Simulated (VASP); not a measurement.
The system is C.

```xyz
4
Lattice="1.2280 -2.1271 0.0000 1.2280 2.1271 0.0000 0.0000 0.0000 7.1733" Properties=species:S:1:pos:R:3 pbc="T T T"
C     1.2280    1.7724    5.4025
C     1.2280   -0.3547    1.7708
C     1.2280   -1.7724    1.7708
C     1.2280    0.3547    5.4025
```

```yaml
Program: VASP 6.6.1
Task: relaxation of cell and atoms
Functional: LDA
Potentials_or_basis: VASP PAW LDA potentials, release 64 (C)
Cutoff: 600 eV
k_mesh: 10 × 10 × 3
Occupations: fermi-dirac, width 0.1 eV
Spin: no spin polarisation
```

At the start: pressure -3.6 GPa; volume 9.37 Å³/atom.

**Question.** Where does the relaxation end?

**Answer.** Over 38 steps the energy falls by 4.6 meV/atom and the volume is 8.65 Å³/atom (-7.7 %); space group Fmmm (No. 69, to 0.1 Å) before and after.

Step by step:
| step | energy change (eV) | largest force (eV/Å) | pressure (GPa) | volume (Å³) |
| --- | --- | --- | --- | --- |
| 1 | 0.0000 | 0.0189 | -3.64 | 37.48 |
| 2 | 0.0202 | 0.0765 | 7.55 | 36.33 |
| 3 | -0.0049 | 0.0092 | -0.37 | 37.12 |
| 4 | -0.0049 | 0.0098 | -0.31 | 37.11 |
| 5 | -0.0060 | 0.0352 | -0.28 | 36.98 |
| 6 | -0.0085 | 0.1674 | -0.21 | 36.59 |
| 7 | -0.0103 | 0.4345 | 0.00 | 35.81 |
| 8 | -0.0104 | 0.4326 | 0.04 | 35.80 |
| 9 | -0.0106 | 0.4277 | 0.05 | 35.77 |
| 10 | -0.0111 | 0.4179 | 0.07 | 35.71 |
| 11 | -0.0119 | 0.3985 | 0.04 | 35.59 |
| 12 | -0.0135 | 0.3594 | 0.05 | 35.36 |
| 13 | -0.0156 | 0.2813 | 0.08 | 34.88 |
| 14 | -0.0154 | 0.1251 | 0.28 | 33.93 |
| 15 | -0.0164 | 0.2056 | 0.17 | 34.42 |
| 16 | -0.0171 | 0.1419 | 0.13 | 34.49 |
| 17 | -0.0179 | 0.0145 | 0.06 | 34.61 |
| 18 | -0.0180 | 0.0440 | 0.01 | 34.66 |
| 19 | -0.0180 | 0.0328 | 0.02 | 34.67 |
| 20 | -0.0181 | 0.0115 | -0.02 | 34.69 |
| 21 | -0.0181 | 0.0140 | -0.01 | 34.69 |
| 22 | -0.0181 | 0.0145 | -0.02 | 34.69 |
| 23 | -0.0181 | 0.0113 | -0.03 | 34.69 |
| 24 | -0.0181 | 0.0173 | -0.03 | 34.69 |
| 25 | -0.0181 | 0.0141 | -0.03 | 34.69 |
| 26 | -0.0181 | 0.0137 | -0.03 | 34.69 |
| 27 | -0.0182 | 0.0125 | -0.03 | 34.69 |
| 28 | -0.0182 | 0.0113 | -0.03 | 34.68 |
| 29 | -0.0182 | 0.0096 | -0.02 | 34.67 |
| 30 | -0.0183 | 0.0101 | -0.01 | 34.66 |
| 31 | -0.0184 | 0.0232 | 0.01 | 34.62 |
| 32 | -0.0184 | 0.0210 | -0.01 | 34.62 |
| 33 | -0.0184 | 0.0149 | 0.00 | 34.62 |
| 34 | -0.0185 | 0.0039 | -0.01 | 34.61 |
| 35 | -0.0185 | 0.0241 | 0.00 | 34.59 |
| 36 | -0.0185 | 0.0209 | 0.00 | 34.59 |
| 37 | -0.0185 | 0.0222 | -0.01 | 34.59 |
| 38 | -0.0185 | 0.0052 | 0.00 | 34.58 |

Final structure:
```yaml
crystal:
  lattice:
    - [1.22344, -2.11705, 0.00000]
    - [1.22344, 2.11705, 0.00000]
    - [0.00000, 0.00000, 6.67611]
  atoms:
    - { symbol: C, position: [0.08332, 0.91668, 0.75024] }
    - { symbol: C, position: [0.58332, 0.41668, 0.24976] }
    - { symbol: C, position: [0.91668, 0.08332, 0.24976] }
    - { symbol: C, position: [0.41668, 0.58332, 0.75024] }
```
